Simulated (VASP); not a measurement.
Set up this calculation in VASP 6.6.1, as the native input.

```
Task                   : single point
Functional             : PBE
Potentials or basis    : VASP PAW PBE potentials, release 64 (Cd, Se)
Cutoff                 : 520 eV
k mesh                 : 8 × 8 × 8
Occupations            : gaussian, width 0.1 eV
Spin                   : no spin polarisation
Dipole correction      : no
Further INCAR settings : ALGO = Normal; EDIFF = 1e-06; NBANDS = 42
```

The structure of Cd5Se lies in POSCAR:

```
Cd5Se
1.0
    0.0000000000      4.1689757267      4.1689757267
    4.1689757267      0.0000000000      4.1689757267
    4.1689757267      4.1689757267      0.0000000000
Cd Se
5 1
Direct
    0.3750651771      0.3750651771      0.8748044687
    0.3750651771      0.8748044687      0.3750651771
    0.8748044687      0.3750651771      0.3750651771
    0.3750651771      0.3750651771      0.3750651771
    0.7500000000      0.7500000000      0.7500000000
    0.0000000000      0.0000000000      0.0000000000
```

The cell was generated, and may not be a known phase.

The input as run:

INCAR

```
  PREC = Accurate
  ENCUT = 520
  EDIFF = 1E-6
  ISMEAR = 0
  SIGMA = 0.1
  LREAL = F
  LASPH = T
  NELM = 60
  ALGO = Normal
  ISIF = 2
  LWAVE = F
  LCHARG = T
  GGA = PE
  LELF = T
  LVHAR = T
  NBANDS = 42
```

KPOINTS

```
Automatic mesh
0
Gamma
  8 8 8
```

Potentials or basis: VASP PAW PBE potentials, release 64 (Cd, Se).

Launch:

```bash
$ cat potpaw_PBE.64/Cd/POTCAR potpaw_PBE.64/Se/POTCAR > POTCAR
$ mpirun -np 1 vasp_std > vasp.out
```

It gave:

```yaml
Pressure: 0.3 GPa
Largest_force: 0.017 eV/Å
Band_gap_on_the_k_mesh: zero (bands 33 and 34 overlap by 1.12 eV)
```

Run time: 74 s on 1 thread of Intel(R) Xeon(R) 6975P-C (Granite Rapids) (shared host), peak memory 0.38 GiB.
